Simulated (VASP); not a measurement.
A run of VASP 6.6.1:

The input INCAR:

```
PREC = Accurate
ENCUT = 520
EDIFF = 1E-7
ISMEAR = 0
SIGMA = 0.03
LREAL = False
LASPH = True
NELM = 80
ALGO = Normal
ISIF = 2
LWAVE = False
LCHARG = False
GGA = PE
NBANDS = 11
```

Contents of KPOINTS:

```
regular mesh
0
Gamma
  12 8 6
```

The input POSCAR:

```
BAs
1.0
    2.1275493300      0.0000000000      0.0000000000
    0.0000000000      3.1740629400      0.0000000000
    0.0000000000      0.0000000000      4.9509801800
B As
1 1
Direct
    0.0000000000      0.5000000000      0.0000000000
    0.5000000000      0.5000000000      0.5000000000
```

Potentials or basis: VASP PAW PBE potentials, release 64 (B, As).

Command:

```bash
$ cat potpaw_PBE.64/B/POTCAR potpaw_PBE.64/As/POTCAR > POTCAR
$ mpirun -np 1 vasp_std > vasp.out
```

Hardware: 1 thread of Intel(R) Xeon(R) Platinum 8488C (Sapphire Rapids) (shared host).

Task: Estimate the wall time of this run.

Result: It took 19 s on 1 thread of Intel(R) Xeon(R) Platinum 8488C (Sapphire Rapids) (shared host), peak memory 0.18 GiB. Counts: scf iterations 13, k points 140.
